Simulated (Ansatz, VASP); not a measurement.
# One calculation of Pd, two programs

File INCAR:

```
PREC     = Accurate       # precision mode
ENCUT    = 520            # plane-wave cutoff, eV
EDIFF    = 1E-7           # SCF threshold, eV
ISMEAR   = -1             # smearing method
SIGMA    = 0.05           # smearing width, eV
LREAL    = False          # projectors in reciprocal space
LASPH    = True           # aspherical terms in the spheres
NELM     = 150            # most SCF steps
ALGO     = Normal         # electronic algorithm
ISIF     = 2              # what is computed and relaxed
LWAVE    = False          # write WAVECAR
LCHARG   = False          # write CHGCAR
ISPIN    = 2              # spin polarisation
MAGMOM   = 0.5            # initial moments
LORBIT   = 11             # projections on sites
LMAXMIX  = 4              # l up to which the mixer works
GGA      = RE             # functional
NBANDS   = 15             # bands
```

The input KPOINTS:

```
regular mesh
0
Gamma
  16 16 16
```

POSCAR

```
Pd
1.0
   -1.6010227962      1.6010227962      1.6010227962
    1.6010227962     -1.6010227962      1.6010227962
    1.6010227962      1.6010227962     -1.6010227962
Pd
1
Direct
    0.0000000000      0.0000000000      0.0000000000
```

Input for Ansatz:

```yaml
crystal:
  lattice:
    - [-1.6010227962, 1.6010227962, 1.6010227962]
    - [1.6010227962, -1.6010227962, 1.6010227962]
    - [1.6010227962, 1.6010227962, -1.6010227962]
  atoms:
    - { symbol: Pd, position: [0.0, 0.0, 0.0], spin: 0.5 }
hamiltonian:
  xc: revpbe
  pseudopotentials:
    kind: paw
    azcp:
      Pd: "pseudopotentials/Pd.paw.azcp"
basis:
  ecutwfc: 420
  fft_grid_basis: typed
kpoints:
  mp_grid: { grid: [16, 16, 16], shift: [0, 0, 0] }
magnetization:
  spin_polarized: true
scf:
  occupations: { method: fermi_dirac, width: 0.05 }
  lower_state_search: "off"
output:
  stress: true
  write_density: true
  write_potential: true
  elf: true
  volumetric_format: npy
```

Alike in both runs: task single point; functional revPBE; k mesh 16 × 16 × 16; occupations fermi-dirac, width 0.05 eV; collinear spin.

|  | VASP | Ansatz |
| --- | --- | --- |
| version | VASP 6.6.1 | Ansatz 0.2.0 |
| potentials or method | VASP PAW PBE potentials, release 64 (Pd), cutoff 520 eV | plane waves (420 eV) with PAW, scalar-relativistic |
| valence electrons in the cell | 10 | 18 |

|  | VASP | Ansatz | Ansatz less VASP |
| --- | --- | --- | --- |
| pressure (GPa) | -5.5 | -5.3 | +0.20 |
| net moment per atom (μB) | 0.00 | 0.00 | 0.000 |

VASP's potentials were made for PBE, not for revPBE. With one functional, cell and mesh, what is left measures potentials, basis and numerics. VASP's potentials hold 10 valence electrons a cell and Ansatz's 18, so a difference there can come from the potentials and not from the codes. Ansatz's warnings: seeded moment not kept.
